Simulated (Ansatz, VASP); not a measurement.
Two plane-wave programs on HfN

INCAR

```
PREC     = Accurate       # precision mode
ENCUT    = 520            # plane-wave cutoff, eV
EDIFF    = 1E-6           # SCF threshold, eV
ISMEAR   = 0              # smearing method
SIGMA    = 0.15           # smearing width, eV
LREAL    = False          # projectors in reciprocal space
LASPH    = True           # aspherical terms in the spheres
NELM     = 60             # most SCF steps
ALGO     = Normal         # electronic algorithm
ISIF     = 2              # what is computed and relaxed
LWAVE    = False          # write WAVECAR
LCHARG   = True           # write CHGCAR
GGA      = PE             # functional
LELF     = True           # ELF
LVHAR    = True         
NBANDS   = 14             # bands
```

KPOINTS

```
Automatic mesh
0
Gamma
  18 18 18
```

POSCAR

```
HfN
1.0
    0.0000000000      2.0782800000      2.0782800000
    2.0782800000      0.0000000000      2.0782800000
    2.0782800000      2.0782800000      0.0000000000
Hf N
1 1
Direct
    0.0000000000      0.0000000000      0.0000000000
    0.5000000000      0.5000000000      0.5000000000
```

Input for Ansatz:

```yaml
crystal:
  lattice:
    - [0.0, 2.07828, 2.07828]
    - [2.07828, 0.0, 2.07828]
    - [2.07828, 2.07828, 0.0]
  atoms:
    - { symbol: Hf, position: [0.0, 0.0, 0.0] }
    - { symbol: "N", position: [0.5, 0.5, 0.5] }
basis:
  ecutwfc: 420
kpoints:
  mp_grid: { grid: [18, 18, 18] }
hamiltonian:
  xc: pbe
scf:
  occupations: { method: gaussian, width: 0.15 }
output:
  forces: true
  stress: true
  eigenvalues: true
```

Change from the starting cell: strain -0.080 along x and y, -0.080 along z, atoms carried along.

Alike in both runs: task single point; functional PBE; k mesh 18 × 18 × 18; occupations gaussian, width 0.15 eV; no spin polarisation.

|  | VASP | Ansatz |
| --- | --- | --- |
| version | VASP 6.6.1 | Ansatz 0.2.0 |
| potentials or method | VASP PAW PBE potentials, release 64 (Hf_pv, N), cutoff 520 eV | scalar-relativistic, plane waves, PAW |
| valence electrons in the cell | 15 | 31 |

```tsv
	VASP	Ansatz	Ansatz less VASP
gap on the k mesh at the Fermi level (eV)	none	none	-
pressure (GPa)	123.9	125.7	+1.75
```

A gap of «none» marks a metal or a gap that the smearing closes. Both programs put the cell under a high pressure, so it lies far from rest at this level. The functional is the same, so the differences come from potentials, cutoffs and numerics. VASP's potentials hold 15 valence electrons a cell and Ansatz's 31, so a difference there can come from the potentials and not from the codes.

Spin-orbit coupling is off throughout. Noted on VASP's run: the cell as given lies far from equilibrium.
